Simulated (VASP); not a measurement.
## Zr2AlN3: single point with PBE

The system is Zr2AlN3.

```xyz
12
Lattice="3.3721 0.0000 0.0000 -1.6860 2.9203 0.0000 0.0000 0.0000 16.8029" Properties=species:S:1:pos:R:3 pbc="T T T"
Zr    0.0000    1.9469   16.5440
Zr    0.0000    1.9469    5.7610
Zr    1.6860    0.9734    2.7796
Zr    1.6860    0.9734    8.6933
Al    0.0000    1.9469   11.4256
Al    1.6860    0.9734   13.7805
N     0.0000    1.9469    1.7960
N     0.0000    1.9469    7.9448
N     0.0000    1.9469   13.3404
N     1.6860    0.9734    4.8733
N     1.6860    0.9734   10.9562
N     1.6860    0.9734   15.6926
```

```
Program                : VASP 6.6.1
Task                   : single point
Functional             : PBE
Potentials or basis    : VASP PAW PBE potentials, release 64 (Zr_sv, Al, N)
Cutoff                 : 520 eV
k mesh                 : 12 × 12 × 4
Occupations            : gaussian, width 0.1 eV
Spin                   : no spin polarisation
Dipole correction      : no
Further INCAR settings : ALGO = Normal; EDIFF = 1e-07; NBANDS = 54
```

* Pressure: 0.1 GPa
* Largest force: 0.026 eV/Å
* Band gap on the k mesh: zero (band 42 reaches 9.51 eV, above the bottom of band 43 at 8.64 eV)

Forces on the atoms (eV/Å):
```
Zr   0.000  0.000 -0.004
Zr   0.000  0.000  0.006
Zr   0.000  0.000 -0.003
Zr   0.000  0.000  0.008
Al   0.000  0.000  0.003
Al   0.000  0.000  0.007
N    0.000  0.000  0.006
N    0.000  0.000 -0.010
N    0.000  0.000 -0.004
N    0.000  0.000  0.003
N    0.000  0.000  0.016
N    0.000  0.000 -0.026
```

Stress tensor (GPa, compression positive):
```
0.04 0.00 0.00
0.00 0.04 0.00
0.00 0.00 0.14
```

Levels at points of the mesh, in eV from the Fermi level:
```tsv
k point	band 39	band 40	band 41	band 42	band 43	band 44	band 45	band 46
(0.00, 0.00, 0.00)	-3.42	-3.42	-0.24	0.64	0.82	1.09	1.09	1.23
(0.50, 0.00, 0.00)	-3.42	-3.23	-0.28	-0.15	0.37	0.65	0.78	1.54
(0.00, 0.00, 0.50)	-3.42	-3.42	-0.09	0.28	1.03	1.09	1.09	1.31
(0.50, 0.00, 0.50)	-3.43	-3.26	-0.29	-0.15	0.37	0.63	0.77	1.53
```

Run time: 18 min on 1 thread of Intel(R) Xeon(R) Platinum 8259CL CPU @ 2.50GHz (Skylake/Cascade Lake), on a shared host, peak memory 0.62 GiB.
